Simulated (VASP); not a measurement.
# GaAs in VASP: further runs

The runs below take GaAs through single point, relaxation of cell and atoms, with LDA.

Program: VASP 6.6.1. These are calculated values, not measurements. Logs are shortened: lines on timing, memory, paths and dates and some standing lists are left out, and cuts for length are marked.

### 1 The cell of the first run

Symmetry: I-4m2, No. 119, tetragonal system. Conventional cell: a = 4.001 Å, b = 4.001 Å, c = 5.551 Å, α = 90.00°, β = 90.00°, γ = 90.00°. Ga (site symmetry -4m2) has 4 As at 2.43 Å within 3.2 Å. As (site symmetry -4m2) has 4 Ga at 2.43 Å within 3.2 Å.

### 2 Single point, LDA (film at in-plane strain +0.01)

INCAR

```
  PREC = Accurate
  ENCUT = 520
  EDIFF = 1E-6
  ISMEAR = 0
  SIGMA = 0.01
  LREAL = False
  LASPH = True
  NELM = 60
  ALGO = Normal
  ISIF = 2
  LWAVE = False
  LCHARG = False
  NBANDS = 16
```

KPOINTS

```
regular mesh
0
Gamma
  8 8 8
```

POSCAR

```
GaAs
1.0
    2.8294614816      2.8294614816      0.0000000000
   -2.8294614816      2.8294614816      0.0000000000
    0.0000000000      2.8294614816      2.7755557933
Ga As
1 1
Direct
    0.0000000000      0.0000000000      0.0000000000
    0.7500000000      0.2500000000      0.5000000000
```

Potentials or basis: VASP PAW LDA potentials, release 64 (Ga_d, As).

The run is started by

```bash
$ cat potpaw_LDA.64/Ga_d/POTCAR potpaw_LDA.64/As/POTCAR > POTCAR
$ mpirun -np 1 vasp_std > vasp.out
```

OUTCAR:

```text
PREC = Accurate
   ENCUT = 520
   EDIFF = 1E-6
   ISMEAR = 0
   LREAL = False
   LASPH = True
   NELM = 60
   ISIF = 2

 ion  position               nearest neighbor table
   1  0.000  0.000  0.000-   2 2.43   2 2.43   2 2.43   2 2.43
   2  0.750  0.250  0.500-   1 2.43   1 2.43   1 2.43   1 2.43

  LATTYP: Found a body centered tetragonal cell.
 ALAT       =     4.0014628015
 C/A-ratio  =     1.3872705713

  Lattice vectors:

 A1 = (   2.8294614816,   0.0000000000,  -2.7755557933)
 A2 = (  -2.8294614816,   0.0000000000,  -2.7755557933)
 A3 = (   0.0000000000,   2.8294614816,   2.7755557933)

Analysis of symmetry for initial positions (statically):
=====================================================================
 Subroutine PRICEL returns:
 Original cell was already a primitive cell.

 Routine SETGRP: Setting up the symmetry group for a
 body centered tetragonal supercell.

 Subroutine GETGRP returns: Found  8 space group operations
 (whereof  8 operations were pure point group operations)
 out of a pool of 16 trial point group operations.

The static configuration has the point symmetry D_2d.

Analysis of symmetry for dynamics (positions and initial velocities):
=====================================================================
 Subroutine PRICEL returns:
 Original cell was already a primitive cell.

 Routine SETGRP: Setting up the symmetry group for a
 body centered tetragonal supercell.

 Subroutine GETGRP returns: Found  8 space group operations
 (whereof  8 operations were pure point group operations)
 out of a pool of 16 trial point group operations.

The dynamic configuration has the point symmetry D_2d.

 Subroutine INISYM returns: Found  8 space group operations
 (whereof  8 operations are pure point group operations),
 and found     1 'primitive' translations

----------------------------------------------------------------------------------------

                                     Primitive cell

  volume of cell :      44.4414

  direct lattice vectors                    reciprocal lattice vectors
     2.829461482  2.829461482  0.000000000     0.176712072  0.176712072 -0.180144100
    -2.829461482  2.829461482  0.000000000    -0.176712072  0.176712072 -0.180144100
     0.000000000  2.829461482  2.775555793     0.000000000  0.000000000  0.360288200

  length of vectors
     4.001462801  4.001462801  3.963529013     0.308068514  0.308068514  0.360288200

  position of ions in fractional coordinates (direct lattice)
     0.000000000  0.000000000  0.000000000
     0.750000000  0.250000000  0.500000000

  ion indices of the primitive-cell ions
   primitive index   ion index
                 1           1
                 2           2

----------------------------------------------------------------------------------------

 KPOINTS: regular mesh

Automatic generation of k-mesh.
 Grid dimensions read from file:
 generate k-points for:    8    8    8

 Generating k-lattice:

  Cartesian coordinates                     Fractional coordinates (reciprocal lattice)
     0.022089009  0.022089009 -0.022518012     0.125000000  0.000000000  0.000000000
    -0.022089009  0.022089009 -0.022518012     0.000000000  0.125000000  0.000000000
     0.000000000  0.000000000  0.045036025     0.000000000  0.000000000  0.125000000

  Length of vectors
     0.038508564  0.038508564  0.045036025

  Shift w.r.t. Gamma in fractional coordinates (k-lattice)
     0.000000000  0.000000000  0.000000000

 Subroutine IBZKPT returns following result:
 ===========================================

 Found     59 irreducible k-points:

 Following reciprocal coordinates:
            Coordinates               Weight
  0.000000  0.000000  0.000000      1.000000
  0.125000  0.000000  0.000000      8.000000
  0.250000  0.000000  0.000000      8.000000
  0.375000  0.000000  0.000000      8.000000
  0.500000  0.000000  0.000000      4.000000
  0.125000  0.125000  0.000000      8.000000
[... 16 lines left out ...]
  0.250000  0.000000  0.125000      4.000000
  0.375000  0.000000  0.125000      8.000000
 [... further k-points ...]
   k-points           NKPTS =     59   k-points in BZ     NKDIM =     59   number of bands    NBANDS=     16
   number of dos      NEDOS =    301   number of ions     NIONS =      2
   total plane-waves  NPLWV =  27000
   dimension x,y,z NGX =    30 NGY =   30 NGZ =   30
   dimension x,y,z NGXF=    60 NGYF=   60 NGZF=   60
   ions per type =               1   1
   NGX,Y,Z   is equivalent  to a cutoff of  12.46, 12.46, 12.58 a.u.
   NGXF,Y,Z  is equivalent  to a cutoff of  24.93, 24.93, 25.17 a.u.
 SYSTEM =  unknown system
   PREC   = accura    normal or accurate (medium, high low for compatibility)
   ISTART =      0    job   : 0-new  1-cont  2-samecut
   ICHARG =      2    charge: 1-file 2-atom 10-const
   ISPIN  =      1    spin polarized calculation?
   LNONCOLLINEAR =      F non collinear calculations
   LSORBIT =      F    spin-orbit coupling
   LASPH  =      T    aspherical Exc in radial PAW
   ENCUT  =  520.0 eV  38.22 Ry    6.18 a.u.   7.44  7.44  7.37*2*pi/ulx,y,z
   NELM   =     60;   NELMIN=  2; NELMDL= -5     # of ELM steps
   EDIFF  = 0.1E-05   stopping-criterion for ELM
   LREAL  =      F    real-space projection
   EDIFFG = 0.1E-04   stopping-criterion for IOM
   NSW    =      0    number of steps for IOM
   IBRION =     -1    ionic relax: 0-MD 1-quasi-New 2-CG
   NFREE  =      0    steps in history (QN), initial steepest desc. (CG)
   ISIF   =      2    stress and relaxation
   ISYM   =      2    0-nonsym 1-usesym 2-fastsym
   POTIM  = 0.5000    time-step for ionic-motion
   TEBEG  =    0.0;   TEEND  =   0.0 temperature during run
   PSTRESS=    0.0 pullay stress
   NELECT =      18.0000    total number of electrons
   NUPDOWN=      -1.0000    fix difference up-down
   EMIN   =  10.00;   EMAX   =-10.00  energy-range for DOS
   EFERMI =   0.00;   METHOD = LEGACY
   ISMEAR =     0;   SIGMA  =   0.01  broadening in eV -4-tet -1-fermi 0-gaus
   EFERMI_NEDOS =   21; number of points for ismear=-14 and -15
   IALGO  =     38    algorithm
   IMIX   =      4    mixing-type and parameters
     AMIX     =   0.40;   BMIX     =  1.00
     AMIX_MAG =   1.60;   BMIX_MAG =  1.00
  volume/ion in A,a.u.               =      22.22       149.95
  Fermi-wavevector in a.u.,A,eV,Ry     =   1.211258  2.288945 19.961717  1.467145
  Thomas-Fermi vector in A             =   2.346779
   LORBIT       =      0    0 simple, 1 ext, 2 COOP (PROOUT), +10 PAW based schemes
   GGA     = CA    functional components
   LHFCALC =     F    Hartree Fock is set to
   AEXX    =    0.0000 exact exchange contribution
   IVDW    =     0    specifies the selected vdW correction
   LEPSILON=     F    determine dielectric tensor
   LRPA    =     F    only Hartree local field effects (RPA)
 non-spin polarized calculation
 Gauss-broadening in eV      SIGMA  =   0.01
  energy-cutoff  :      520.00
  volume of cell :       44.44
 maximum number of plane-waves:      1235
 NGX is ok and might be reduce to    30
   NGX = 15   NGY = 15   NGZ = 15

 number of electron      18.0000005 magnetization

 Free energy of the ion-electron system (eV)
  ---------------------------------------------------
  ext. energy  EPLUGINS =         0.00000000
  ---------------------------------------------------
  free energy    TOTEN  =        -9.63447582 eV

  energy without entropy =       -9.63447582  energy(sigma->0) =       -9.63447582

 E-fermi :   4.1451     XC(G=0):  -9.9851

 val. band max:        4.0331402277   @ k =   0.0000   0.0000   0.0000
 cond. band min:       4.4135338211   @ k =   0.0000   0.0000   0.0000
 fundamental gap:      0.3803935934
 Fermi energy:         4.1450660682

 k-point     1 :       0.0000    0.0000    0.0000
  band No.  band energies     occupation
      1     -11.0022      2.00000
      2     -11.0022      2.00000
      3     -10.9978      2.00000
      4     -10.9201      2.00000
      5     -10.9175      2.00000
      6      -8.9221      2.00000
[... 8 lines left out ...]
     15      13.9835      0.00000
     16      14.3462      0.00000

 k-point     2 :       0.1250    0.0000    0.0000
  band No.  band energies     occupation
      1     -11.0148      2.00000
      2     -10.9985      2.00000
      3     -10.9954      2.00000
      4     -10.9204      2.00000
      5     -10.9176      2.00000
      6      -8.7355      2.00000
[... 8 lines left out ...]
     15      13.1160      0.00000
     16      13.3620      0.00000

 k-point     3 :       0.2500    0.0000    0.0000
  band No.  band energies     occupation
      1     -11.0451      2.00000
      2     -10.9905      2.00000
      3     -10.9876      2.00000
      4     -10.9202      2.00000
      5     -10.9167      2.00000
      6      -8.2136      2.00000
[... 8 lines left out ...]
     15      12.9499      0.00000
     16      13.0843      0.00000

 k-point     4 :       0.3750    0.0000    0.0000
  band No.  band energies     occupation
      1     -11.0722      2.00000
      2     -10.9841      2.00000
      3     -10.9813      2.00000
      4     -10.9184      2.00000
      5     -10.9142      2.00000
      6      -7.5107      2.00000
[... 8 lines left out ...]
     15      14.1471      0.00000
     16      14.2161      0.00000
[... 324 lines left out ...]
 k-point    22 :       0.0000    0.0000    0.1250
  band No.  band energies     occupation
      1     -11.0202      2.00000
      2     -10.9950      2.00000
      3     -10.9950      2.00000
      4     -10.9235      2.00000
      5     -10.9154      2.00000
      6      -8.6679      2.00000
[... 8 lines left out ...]
     15      12.7926      0.00000
     16      14.2451      0.00000

 k-point    23 :       0.2500    0.0000    0.1250
  band No.  band energies     occupation
      1     -11.0348      2.00000
      2     -10.9943      2.00000
      3     -10.9870      2.00000
      4     -10.9196      2.00000
      5     -10.9187      2.00000
      6      -8.4413      2.00000
[... 8 lines left out ...]
     15      13.0617      0.00000
     16      13.5916      0.00000

 k-point    24 :       0.3750    0.0000    0.1250
  band No.  band energies     occupation
      1     -11.0613      2.00000
      2     -10.9857      2.00000
      3     -10.9806      2.00000
      4     -10.9192      2.00000
      5     -10.9181      2.00000
      6      -7.8483      2.00000
[... 8 lines left out ...]
     15      13.6091      0.00000
     16      15.0445      0.00000

 [... further k-points ...]
[... 5 lines left out ...]
  --------------------------------------------------------------------------------------
  -------------------------------------------------------------------------------------
  Total       -0.2440586     -0.2440586      0.0840975      0.0000000      0.0000000      0.0000000
  in kB       -8.7986720     -8.7986720      3.0318400      0.0000000      0.0000000      0.0000000
  external PRESSURE =      -4.8551680 kB  Pullay stress =       0.0000000 kB

 VOLUME and BASIS-vectors are now :
 -----------------------------------------------------------------------------
  energy-cutoff  :      520.00
  volume of cell :       44.44
      direct lattice vectors                 reciprocal lattice vectors
     2.829461482  2.829461482  0.000000000     0.176712072  0.176712072 -0.180144100
    -2.829461482  2.829461482  0.000000000    -0.176712072  0.176712072 -0.180144100
     0.000000000  2.829461482  2.775555793     0.000000000  0.000000000  0.360288200

 POSITION                                       TOTAL-FORCE (eV/Angst)
 -----------------------------------------------------------------------------------
      0.00000      0.00000      0.00000         0.000000     -0.000000      0.000000
      1.41473      4.24419      1.38778        -0.000000      0.000000      0.000000
 -----------------------------------------------------------------------------------
    total drift:                                0.000000     -0.000000     -0.000000

  FREE ENERGIE OF THE ION-ELECTRON SYSTEM (eV)
  ---------------------------------------------------
  free  energy   TOTEN  =        -9.6344758166 eV

  energy  without entropy=       -9.6344758166  energy(sigma->0) =       -9.63447582
```

Wall time 23 s (1 thread of Intel Xeon Platinum 8488C (Sapphire Rapids), shared host); peak memory 0.18 GiB.

What came out:

| Property | Result |
| --- | --- |
| Free energy | -9.6345 eV |
| Pressure | -0.5 GPa |
| Band gap on the k mesh | 0.38 eV, direct |

Levels at points of the mesh, in eV from the valence-band top:
| k point | band 6 | band 7 | band 8 | band 9 | band 10 | band 11 | band 12 | band 13 |
| --- | --- | --- | --- | --- | --- | --- | --- | --- |
| (0.00, 0.00, 0.00) | -12.96 | -0.11 | -0.11 | 0.00 | 0.38 | 3.57 | 3.62 | 3.62 |
| (0.50, 0.00, 0.00) | -11.14 | -6.85 | -1.32 | -1.17 | 0.83 | 4.45 | 4.59 | 7.51 |
| (0.50, 0.50, 0.00) | -10.40 | -7.06 | -2.78 | -2.77 | 1.28 | 1.53 | 10.02 | 10.14 |
| (0.00, 0.00, 0.50) | -10.33 | -6.94 | -2.91 | -2.91 | 1.16 | 1.35 | 10.10 | 10.10 |

Caveat: the cell differs from its parent crystal (film at in-plane strain +0.01). A k mesh can miss the band edges.

### 3 Single point, LDA

This run uses another cell than the first one, of 21.99 Å³/atom, 0.989 times its volume.

INCAR

```
SYSTEM = GaAs
PREC = Accurate
ENCUT = 520
EDIFF = 1E-6
ISMEAR = -1
SIGMA = 0.08
LREAL = .FALSE.
LASPH = .TRUE.
NELM = 80
ALGO = Normal
ISIF = 2
LWAVE = .FALSE.
LCHARG = .FALSE.
NBANDS = 16
```

KPOINTS

```
Automatic mesh
0
G
  12 12 12
  0 0 0
```

POSCAR

```
GaAs
1.0
    2.8014470115      2.8014470115      0.0000000000
   -2.8014470115      2.8014470115      0.0000000000
    0.0000000000      2.8014470115      2.8014470115
Ga As
1 1
Direct
    0.0000000000      0.0000000000      0.0000000000
    0.7500000000      0.2500000000      0.5000000000
```

Potentials or basis: VASP PAW LDA potentials, release 64 (Ga_d, As).

The run is started by

```bash
$ cat potpaw_LDA.64/Ga_d/POTCAR potpaw_LDA.64/As/POTCAR > POTCAR
$ mpirun -np 1 vasp_std > vasp.out
```

It took 25 s on 1 thread of Intel Xeon Platinum 8488C (Sapphire Rapids), shared host; peak memory 0.18 GiB.

The run converged. Its results:

```yaml
Free_energy: -9.6420 eV
Pressure: 0.3 GPa
Band_gap_on_the_k_mesh: 0.54 eV, direct
```

Levels at points of the mesh, in eV from the valence-band top:
```csv
k point,band 6,band 7,band 8,band 9,band 10,band 11,band 12,band 13
"(0.00, 0.00, 0.00)",-12.96,0.00,0.00,0.00,0.54,3.68,3.68,3.68
"(0.50, 0.00, 0.00)",-11.11,-6.84,-1.19,-1.19,0.94,4.59,4.59,7.59
"(0.50, 0.50, 0.00)",-10.34,-7.00,-2.79,-2.79,1.29,1.54,10.26,10.26
```

### 4 Relaxation of cell and atoms, LDA

This run uses another cell than the first one, of 22.59 Å³/atom, 1.017 times its volume.

INCAR

```
SYSTEM = GaAs
  ALGO = Normal
  EDIFF = 1E-6
  EDIFFG = -0.002
  ENCUT = 600
  GGA = CA
  IBRION = 2
  ISIF = 3
  ISMEAR = -1
  LASPH = .TRUE.
  LCHARG = .FALSE.
  LREAL = .FALSE.
  LWAVE = .FALSE.
  NELM = 60
  NSW = 100
  PREC = Accurate
  SIGMA = 0.08
```

KPOINTS

```
k-points
0
G
  12 12 12
  0 0 0
```

POSCAR

```
GaAs
1.0
    2.8268500000      2.8268500000      0.0000000000
   -2.8268500000      2.8268500000      0.0000000000
    0.0000000000      2.8268500000      2.8268500000
Ga As
1 1
Direct
    0.0000000000      0.0000000000      0.0000000000
    0.7500000000      0.2500000000      0.5000000000
```

The run is started by

```bash
$ cat potpaw_LDA.64/Ga_d/POTCAR potpaw_LDA.64/As/POTCAR > POTCAR
$ mpirun -np 1 vasp_std > vasp.out
```

Wall time 36 s (1 thread of Intel Xeon Platinum 8488C (Sapphire Rapids), shared host); peak memory 0.2 GiB.

Results (log left out):

```
Free energy                            : -9.6423 eV
Relaxed volume                         : 22.08 Å³/atom
Relaxed cell                           : a = 3.968 Å, b = 3.968 Å, c = 3.968 Å, α = 60.00°, β = 60.00°, γ = 90.00°
Space group after relaxing (to 0.05 Å) : F-43m (No. 216)
Energy gained by relaxing              : 2.6 meV/atom
Ionic steps                            : 3
Pressure after relaxing                : 0.0 GPa
Band gap on the k mesh                 : 0.50 eV, direct
```

The path:
```
step  energy change (eV)  largest force (eV/Å)  pressure (GPa)  volume (Å³)
   1              0.0000                0.0000           -1.61        45.18
   2             -0.0041                0.0000            0.74        43.71
   3             -0.0052                0.0000            0.01        44.16
```

Final structure:
```yaml
crystal:
  lattice:
    - [2.80548, 2.80548, 0.00000]
    - [-2.80548, 2.80548, 0.00000]
    - [0.00000, 2.80548, 2.80548]
  atoms:
    - { symbol: Ga, position: [0.00000, 0.00000, 0.00000] }
    - { symbol: As, position: [0.75000, 0.25000, 0.50000] }
```

Levels at points of the mesh, in eV from the valence-band top:
| k point | band 6 | band 7 | band 8 | band 9 | band 10 | band 11 | band 12 | band 13 |
| --- | --- | --- | --- | --- | --- | --- | --- | --- |
| (0.00, 0.00, 0.00) | -12.93 | 0.00 | 0.00 | 0.00 | 0.50 | 3.68 | 3.68 | 3.68 |
| (0.50, 0.00, 0.00) | -11.09 | -6.82 | -1.18 | -1.18 | 0.93 | 4.59 | 4.59 | 7.59 |
| (0.50, 0.50, 0.00) | -10.32 | -6.98 | -2.77 | -2.77 | 1.30 | 1.54 | 10.22 | 10.22 |

A k mesh can miss the band edges. Zero-point motion and thermal expansion aren't in these numbers.

### 5 Summary

```csv
task,cell,k mesh,cutoff (eV),smearing,gap on the mesh (eV),pressure (GPa)
single point,"a = 4.001, b = 4.001, c = 3.964 Å, angles 59.7, 59.7, 90.0°, 2 atoms",8 × 8 × 8,520,gaussian 0.01 eV,0.38,-0.5
single point,"a = 3.962 Å, angles 60.0, 60.0, 90.0°, 2 atoms",12 × 12 × 12,520,fermi-dirac 0.08 eV,0.54,0.3
relaxation of cell and atoms,"relaxed from a = 3.998 Å, angles 60.0, 60.0, 90.0°, 2 atoms",12 × 12 × 12,600,fermi-dirac 0.08 eV,0.50,0.0
```

Alike in all rows: level LDA; potentials or basis VASP PAW LDA potentials, release 64 (Ga_d, As); no spin polarisation.

Absolute energies hang on the potentials; compare differences alone.
